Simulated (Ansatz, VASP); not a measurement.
## Two plane-wave programs on Re

The input INCAR:

```
SYSTEM = Re
PREC = Accurate
ENCUT = 520
EDIFF = 1E-7
ISMEAR = 0
SIGMA = 0.15
LREAL = .False.
LASPH = .True.
NELM = 100
ALGO = Normal
ISIF = 2
LWAVE = .False.
LCHARG = .False.
GGA = PS
NBANDS = 14
```

Contents of KPOINTS:

```
Automatic mesh
0
Gamma
  18 18 10
  0 0 0
```

Contents of POSCAR:

```
Re
1.0
    2.7502953086      0.0000000000      0.0000000000
   -1.3751476543      2.3818256051      0.0000000000
    0.0000000000      0.0000000000      4.4432902328
Re
2
Direct
    0.3333333333      0.6666666667      0.2031878430
    0.6666666667      0.3333333333      0.7968121570
```

Input for Ansatz:

```yaml
crystal:
  lattice:
    - [2.7502953086, 0.0, 0.0]
    - [-1.3751476543, 2.3818256051, 0.0]
    - [0.0, 0.0, 4.4432902328]
  atoms:
    - { symbol: Re, position: [0.3333333333, 0.6666666667, 0.203187843] }
    - { symbol: Re, position: [0.6666666667, 0.3333333333, 0.796812157] }
basis:
  ecutwfc: 420
kpoints:
  mp_grid: { grid: [18, 18, 10] }
hamiltonian:
  xc: pbesol
  pseudopotentials: { kind: paw }
scf:
  occupations: { method: gaussian, width: 0.15 }
output:
  forces: true
  stress: true
  eigenvalues: true
```

Change from the starting cell: mode 4 frozen in at -0.208 Å, equal normal strain along x, y and z +0.0000.

Alike in both runs: task single point; functional PBEsol; k mesh 18 × 18 × 10; occupations gaussian, width 0.15 eV; no spin polarisation.

|  | VASP | Ansatz |
| --- | --- | --- |
| version | VASP 6.6.1 | Ansatz 0.2.0 |
| potentials or method | VASP PAW PBE potentials, release 64 (Re), cutoff 520 eV | scalar-relativistic, plane waves, PAW |
| valence electrons in the cell | 14 | 30 |

Ansatz gave:

- gap on the k mesh at the Fermi level (eV): none
- pressure (GPa): 32.7
- traceless stress, the component that is largest in VASP (GPa): 12.11
- rms of the force components (eV/Å): 3.989

**Question.** Which values does VASP return?

**Answer.** gap on the k mesh at the Fermi level (eV): none; pressure (GPa): 32.8; traceless stress, the component that is largest in VASP (GPa): 11.12; rms of the force components (eV/Å): 3.899.

VASP's potentials were made for PBE, not for PBEsol. Atom by atom the forces differ by 0.090 eV/Å (rms over components). A gap of «none» marks a metal or a gap that the smearing closes. Both programs put the cell under a high pressure, so it lies far from rest at this level. VASP's potentials hold 14 valence electrons a cell and Ansatz's 30, so a difference there can come from the potentials and not from the codes.

Neither program's run includes spin-orbit coupling.
